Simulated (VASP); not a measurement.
# MgB2 (P6/mmm) in VASP: further runs

Aim: see how the results for MgB2 move with the level of theory and the settings. Levels: LDA, PBE. Tasks: relaxation of cell and atoms.

Everything below comes from runs of VASP 6.6.1. Logs are shortened: lines on timing, memory, paths and dates and some standing lists are left out, and cuts for length are marked.

### 1 The cell of the first run

It takes space group P6/mmm (No. 191, hexagonal). The conventional cell has a = 3.085 Å, b = 3.085 Å, c = 3.523 Å, α = 90.00°, β = 90.00°, γ = 120.00°. Mg (site symmetry 6/mmm) has 12 B at 2.51 Å and 6 Mg at 3.08 to 3.09 Å within 3.3 Å. Within 2.4 Å of B (site symmetry -6m2) lie 3 B at 1.78 Å.

### 2 Relaxation of cell and atoms, LDA

The input, INCAR:

```
PREC = Accurate ; ENCUT = 600
EDIFF = 1E-6 ; ISMEAR = -1
SIGMA = 0.05 ; LREAL = F
LASPH = T ; NELM = 60
ALGO = Normal ; ISIF = 3
LWAVE = F ; LCHARG = F
GGA = CA ; IBRION = 2
NSW = 60 ; EDIFFG = -0.01
```

The input, KPOINTS:

```
regular mesh
0
Gamma
  10 10 8
```

The input, POSCAR:

```
MgB2
1.0
    3.0850000000      0.0000000000      0.0000000000
   -1.5425000000      2.6716883707      0.0000000000
    0.0000000000      0.0000000000      3.5230000000
Mg B
1 2
Direct
    0.0000000000      0.0000000000      0.0000000000
    0.6666666667      0.3333333333      0.5000000000
    0.3333333333      0.6666666667      0.5000000000
```

Potentials or basis: VASP PAW LDA potentials, release 64 (Mg, B).

On the command line:

```console
$ cat potpaw_LDA.64/Mg/POTCAR potpaw_LDA.64/B/POTCAR > POTCAR
$ mpirun -np 1 vasp_std > vasp.out
```

OUTCAR:

```text
PREC = Accurate
   ENCUT = 600
   EDIFF = 1E-6
   ISMEAR = -1
   LREAL = F
   LASPH = T
   NELM = 60
   ISIF = 3
   GGA = CA
   IBRION = 2
   NSW = 60
   EDIFFG = -0.01

 ion  position               nearest neighbor table
   1  0.000  0.000  0.000-   2 2.51   3 2.51   2 2.51   3 2.51   2 2.51   2 2.51   3 2.51   3 2.51
                             2 2.51   2 2.51   3 2.51   3 2.51
   2  0.667  0.333  0.500-   3 1.78   3 1.78   3 1.78   1 2.51   1 2.51   1 2.51   1 2.51   1 2.51
                             1 2.51
   3  0.333  0.667  0.500-   2 1.78   2 1.78   2 1.78   1 2.51   1 2.51   1 2.51   1 2.51   1 2.51
                             1 2.51

  LATTYP: Found a hexagonal cell.
 ALAT       =     3.0850000000
 C/A-ratio  =     1.1419773096

  Lattice vectors:

 A1 = (   3.0850000000,   0.0000000000,   0.0000000000)
 A2 = (  -1.5425000000,   2.6716883707,   0.0000000000)
 A3 = (   0.0000000000,   0.0000000000,   3.5230000000)

Analysis of symmetry for initial positions (statically):
=====================================================================
 Subroutine PRICEL returns:
 Original cell was already a primitive cell.

 Routine SETGRP: Setting up the symmetry group for a
 hexagonal supercell.

 Subroutine GETGRP returns: Found 24 space group operations
 (whereof 24 operations were pure point group operations)
 out of a pool of 24 trial point group operations.

The static configuration has the point symmetry D_6h.

Analysis of symmetry for dynamics (positions and initial velocities):
=====================================================================
 Subroutine PRICEL returns:
 Original cell was already a primitive cell.

 Routine SETGRP: Setting up the symmetry group for a
 hexagonal supercell.

 Subroutine GETGRP returns: Found 24 space group operations
 (whereof 24 operations were pure point group operations)
 out of a pool of 24 trial point group operations.

The dynamic configuration has the point symmetry D_6h.

 Subroutine INISYM returns: Found 24 space group operations
 (whereof 24 operations are pure point group operations),
 and found     1 'primitive' translations

----------------------------------------------------------------------------------------

                                     Primitive cell

  volume of cell :      29.0371

  direct lattice vectors                    reciprocal lattice vectors
     3.085000000  0.000000000  0.000000000     0.324149109  0.187147575  0.000000000
    -1.542500000  2.671688371  0.000000000     0.000000000  0.374295150  0.000000000
     0.000000000  0.000000000  3.523000000     0.000000000  0.000000000  0.283848992

  length of vectors
     3.085000000  3.085000000  3.523000000     0.374295150  0.374295150  0.283848992

  position of ions in fractional coordinates (direct lattice)
     0.000000000  0.000000000  0.000000000
     0.666666667  0.333333333  0.500000000
     0.333333333  0.666666667  0.500000000

  ion indices of the primitive-cell ions
   primitive index   ion index
                 1           1
                 2           2
                 3           3

----------------------------------------------------------------------------------------

 KPOINTS: regular mesh

Automatic generation of k-mesh.
 Grid dimensions read from file:
 generate k-points for:   10   10    8

 Generating k-lattice:

  Cartesian coordinates                     Fractional coordinates (reciprocal lattice)
     0.032414911  0.018714758  0.000000000     0.100000000  0.000000000  0.000000000
     0.000000000  0.037429515  0.000000000     0.000000000  0.100000000  0.000000000
     0.000000000  0.000000000  0.035481124     0.000000000  0.000000000  0.125000000

  Length of vectors
     0.037429515  0.037429515  0.035481124

  Shift w.r.t. Gamma in fractional coordinates (k-lattice)
     0.000000000  0.000000000  0.000000000

 Subroutine IBZKPT returns following result:
 ===========================================

 Found     70 irreducible k-points:

 Following reciprocal coordinates:
            Coordinates               Weight
  0.000000  0.000000  0.000000      1.000000
  0.100000  0.000000  0.000000      6.000000
  0.200000  0.000000  0.000000      6.000000
  0.300000  0.000000  0.000000      6.000000
  0.400000  0.000000  0.000000      6.000000
  0.500000  0.000000  0.000000      3.000000
[... 16 lines left out ...]
  0.300000  0.100000  0.125000     24.000000
  0.400000  0.100000  0.125000     24.000000
 [... further k-points ...]
   k-points           NKPTS =     70   k-points in BZ     NKDIM =     70   number of bands    NBANDS=      8
   number of dos      NEDOS =    301   number of ions     NIONS =      3
   total plane-waves  NPLWV =  21952
   dimension x,y,z NGX =    28 NGY =   28 NGZ =   28
   dimension x,y,z NGXF=    56 NGYF=   56 NGZF=   56
   ions per type =               1   2
   NGX,Y,Z   is equivalent  to a cutoff of  15.09, 15.09, 13.21 a.u.
   NGXF,Y,Z  is equivalent  to a cutoff of  30.18, 30.18, 26.43 a.u.
 SYSTEM =  unknown system
   PREC   = accura    normal or accurate (medium, high low for compatibility)
   ISTART =      0    job   : 0-new  1-cont  2-samecut
   ICHARG =      2    charge: 1-file 2-atom 10-const
   ISPIN  =      1    spin polarized calculation?
   LNONCOLLINEAR =      F non collinear calculations
   LSORBIT =      F    spin-orbit coupling
   LASPH  =      T    aspherical Exc in radial PAW
   ENCUT  =  600.0 eV  44.10 Ry    6.64 a.u.   6.16  6.16  7.04*2*pi/ulx,y,z
   NELM   =     60;   NELMIN=  2; NELMDL= -5     # of ELM steps
   EDIFF  = 0.1E-05   stopping-criterion for ELM
   LREAL  =      F    real-space projection
   EDIFFG = -.1E-01   stopping-criterion for IOM
   NSW    =     60    number of steps for IOM
   IBRION =      2    ionic relax: 0-MD 1-quasi-New 2-CG
   NFREE  =      1    steps in history (QN), initial steepest desc. (CG)
   ISIF   =      3    stress and relaxation
   ISYM   =      2    0-nonsym 1-usesym 2-fastsym
   POTIM  = 0.5000    time-step for ionic-motion
   TEBEG  =    0.0;   TEEND  =   0.0 temperature during run
   PSTRESS=    0.0 pullay stress
   NELECT =       8.0000    total number of electrons
   NUPDOWN=      -1.0000    fix difference up-down
   EMIN   =  10.00;   EMAX   =-10.00  energy-range for DOS
   EFERMI =   0.00;   METHOD = LEGACY
   ISMEAR =    -1;   SIGMA  =   0.05  broadening in eV -4-tet -1-fermi 0-gaus
   EFERMI_NEDOS =   21; number of points for ismear=-14 and -15
   IALGO  =     38    algorithm
   IMIX   =      4    mixing-type and parameters
     AMIX     =   0.40;   BMIX     =  1.00
     AMIX_MAG =   1.60;   BMIX_MAG =  1.00
  volume/ion in A,a.u.               =       9.68        65.32
  Fermi-wavevector in a.u.,A,eV,Ry     =   1.065255  2.013040 15.439462  1.134768
  Thomas-Fermi vector in A             =   2.200801
   LORBIT       =      0    0 simple, 1 ext, 2 COOP (PROOUT), +10 PAW based schemes
   GGA     = CA    functional components
   LHFCALC =     F    Hartree Fock is set to
   AEXX    =    0.0000 exact exchange contribution
   IVDW    =     0    specifies the selected vdW correction
   LEPSILON=     F    determine dielectric tensor
   LRPA    =     F    only Hartree local field effects (RPA)
 conjugate gradient relaxation of ions
 non-spin polarized calculation
  energy-cutoff  :      600.00
  volume of cell :       29.04
 maximum number of plane-waves:       986
 NGX is ok and might be reduce to    28
   NGX = 13   NGY = 13   NGZ = 15

--------------------------------------- Ionic step        1  -------------------------------------------

 number of electron       8.0000000 magnetization

 Free energy of the ion-electron system (eV)
  ---------------------------------------------------
  ext. energy  EPLUGINS =         0.00000000
  ---------------------------------------------------
  free energy    TOTEN  =       -17.24944607 eV

  energy without entropy =      -17.24313139  energy(sigma->0) =      -17.24628873

------------------------ aborting loop because EDIFF is reached ----------------------------------------

  FORCE on cell =-STRESS in cart. coord.  units (eV):
  Direction    XX          YY          ZZ          XY          YZ          ZX
  --------------------------------------------------------------------------------------
  -------------------------------------------------------------------------------------
  Total       -1.4984769     -1.4984769     -1.3923428      0.0000000     -0.0000000     -0.0000000
  in kB      -82.6812467    -82.6812467    -76.8251023      0.0000000     -0.0000000     -0.0000000
  external PRESSURE =     -80.7291986 kB  Pullay stress =       0.0000000 kB
[... 133 lines left out ...]
  energy  without entropy=      -17.2841568237  energy(sigma->0) =      -17.28737782

--------------------------------------- Ionic step        5  -------------------------------------------

 number of electron       8.0000000 magnetization

 Free energy of the ion-electron system (eV)
  ---------------------------------------------------
  ext. energy  EPLUGINS =         0.00000000
  ---------------------------------------------------
  free energy    TOTEN  =       -17.29096467 eV

  energy without entropy =      -17.28486274  energy(sigma->0) =      -17.28791370

 E-fermi :   5.6804     XC(G=0): -11.3233

 val. band max:        5.6551256624   @ k =   0.4000   0.2000   0.1250
 cond. band min:       5.7460471859   @ k =   0.3000   0.2000   0.0000
 fundamental gap:      0.0909215235
 Fermi energy:         5.6804213616

 k-point     1 :       0.0000    0.0000    0.0000
  band No.  band energies     occupation
      1      -6.9885      2.00000
      2       2.7095      2.00000
      3       5.9740      0.00562
      4       5.9740      0.00562
      5       7.6006      0.00000
      6      12.0316      0.00000
      7      12.0316      0.00000
      8      14.2760      0.00000
[... 243 lines left out ...]
 k-point    24 :       0.4000    0.1000    0.1250
  band No.  band energies     occupation
      1      -3.2740      2.00000
      2      -1.5331      2.00000
      3       2.7123      2.00000
      4       4.9920      2.00000
      5       7.9333      0.00000
      6      11.0194      0.00000
      7      12.4135      0.00000
      8      14.3341      0.00000

 [... further k-points ...]
[... 5 lines left out ...]
  --------------------------------------------------------------------------------------
  -------------------------------------------------------------------------------------
  Total        0.0045690      0.0045690      0.0042404      0.0000000      0.0000000      0.0000000
  in kB        0.2667848      0.2667848      0.2476003      0.0000000      0.0000000      0.0000000
  external PRESSURE =       0.2603900 kB  Pullay stress =       0.0000000 kB
[... 18 lines left out ...]
  FREE ENERGIE OF THE ION-ELECTRON SYSTEM (eV)
  ---------------------------------------------------
  free  energy   TOTEN  =       -17.2909646707 eV

  energy  without entropy=      -17.2848627362  energy(sigma->0) =      -17.28791370

 reached required accuracy - stopping structural energy minimisation
```

Run time: 41 s. Hardware: 1 thread of AMD EPYC 7R43 (Zen 3), shared host; peak memory 0.13 GiB.

Results:

```yaml
Free_energy: -17.2910 eV
Relaxed_volume: 9.15 Å³/atom
Relaxed_cell: a = 3.039 Å, b = 3.039 Å, c = 3.431 Å, α = 90.00°, β = 90.00°, γ = 120.00°
Space_group_after_relaxing_to_0.05_Å: P6/mmm (No. 191)
Energy_gained_by_relaxing: 13.8 meV/atom
Ionic_steps: 5
Pressure_after_relaxing: 0.0 GPa
Band_gap_on_the_k_mesh: zero (band 4 reaches 6.84 eV, above the bottom of band 5 at 4.19 eV)
```

Step by step:
| step | energy change (eV) | largest force (eV/Å) | pressure (GPa) | volume (Å³) |
| --- | --- | --- | --- | --- |
| 1 | 0.0000 | 0.0000 | -8.07 | 29.04 |
| 2 | -0.0344 | 0.0000 | 3.14 | 27.04 |
| 3 | -0.0393 | 0.0000 | -0.04 | 27.54 |
| 4 | -0.0412 | 0.0000 | 0.00 | 27.48 |
| 5 | -0.0415 | 0.0000 | 0.03 | 27.44 |

Final structure:
```
Mg B
1.0
     3.03895    0.00000    0.00000
    -1.51947    2.63180    0.00000
     0.00000    0.00000    3.43076
Mg B
1 2
Direct
  0.00000 0.00000 0.00000
  0.66667 0.33333 0.50000
  0.33333 0.66667 0.50000
```

Levels at points of the mesh, in eV from the Fermi level:
| k point | band 1 | band 2 | band 3 | band 4 | band 5 | band 6 | band 7 | band 8 |
| --- | --- | --- | --- | --- | --- | --- | --- | --- |
| (0.00, 0.00, 0.00) | -12.67 | -2.97 | 0.29 | 0.29 | 1.92 | 6.35 | 6.35 | 8.60 |
| (0.50, 0.00, 0.00) | -8.64 | -8.06 | -2.32 | 0.22 | 3.20 | 3.91 | 5.68 | 7.58 |
| (0.00, 0.00, 0.50) | -11.24 | -7.72 | 0.72 | 0.72 | 6.68 | 6.68 | 8.04 | 10.57 |
| (0.50, 0.00, 0.50) | -7.55 | -7.06 | -3.77 | -2.00 | -1.43 | 6.02 | 8.99 | 9.06 |

LDA usually gives volumes a few per cent too small. Zero-point motion and thermal expansion aren't in these numbers.

### 3 Relaxation of cell and atoms, PBE

The input, INCAR:

```
SYSTEM = MgB2
PREC = Accurate
ENCUT = 600
EDIFF = 1E-7
ISMEAR = -1
SIGMA = 0.05
LREAL = .FALSE.
LASPH = .TRUE.
NELM = 80
ALGO = Normal
ISIF = 3
LWAVE = .FALSE.
LCHARG = .FALSE.
GGA = PE
IBRION = 2
NSW = 60
EDIFFG = -0.01
```

The input, KPOINTS:

```
Automatic mesh
0
G
  10 10 8
  0 0 0
```

POSCAR is that of step 2.

Potentials or basis: VASP PAW PBE potentials, release 64 (Mg, B).

On the command line:

```console
$ cat potpaw_PBE.64/Mg/POTCAR potpaw_PBE.64/B/POTCAR > POTCAR
$ mpirun -np 1 vasp_std > vasp.out
```

Wall time 38 s (1 thread of AMD EPYC 7R43 (Zen 3), shared host); peak memory 0.14 GiB.

Results (log left out):

| Property | Result |
| --- | --- |
| Free energy | -15.3264 eV |
| Relaxed volume | 9.60 Å³/atom |
| Relaxed cell | a = 3.078 Å, b = 3.078 Å, c = 3.509 Å, α = 90.00°, β = 90.00°, γ = 120.00° |
| Space group after relaxing (to 0.05 Å) | P6/mmm (No. 191) |
| Energy gained by relaxing | 0.3 meV/atom |
| Ionic steps | 4 |
| Pressure after relaxing | 0.0 GPa |
| Band gap on the k mesh | zero (band 4 reaches 6.46 eV, above the bottom of band 5 at 3.98 eV) |

Stress tensor (GPa, compression positive):
```
 0.08  0.00  0.00
 0.00  0.08  0.00
 0.00  0.00 -0.13
```

The path:
```csv
step,energy change (eV),largest force (eV/Å),pressure (GPa),volume (Å³)
1,0.0000,0.0000,-1.18,29.04
2,-0.0008,0.0000,0.37,28.74
3,-0.0009,0.0000,0.02,28.81
4,-0.0009,0.0000,0.01,28.80
```

Final structure:
```xyz
3
Lattice="3.0784 0.0000 0.0000 -1.5392 2.6659 0.0000 0.0000 0.0000 3.5089" Properties=species:S:1:pos:R:3 pbc="T T T"
Mg    3.0784    0.0000    3.5089
B     1.5392    0.8886    1.7545
B     0.0000    1.7773    1.7545
```

Levels at points of the mesh, in eV from the Fermi level:
```tsv
k point	band 2	band 3	band 4	band 5	band 6	band 7
(0.00, 0.00, 0.00)	-2.97	0.32	0.32	1.66	6.28	6.28
(0.50, 0.00, 0.00)	-7.90	-2.22	0.18	3.06	3.83	5.34
(0.00, 0.00, 0.50)	-7.50	0.71	0.71	6.61	6.61	7.93
(0.50, 0.00, 0.50)	-6.98	-3.63	-1.93	-1.35	5.70	8.78
```
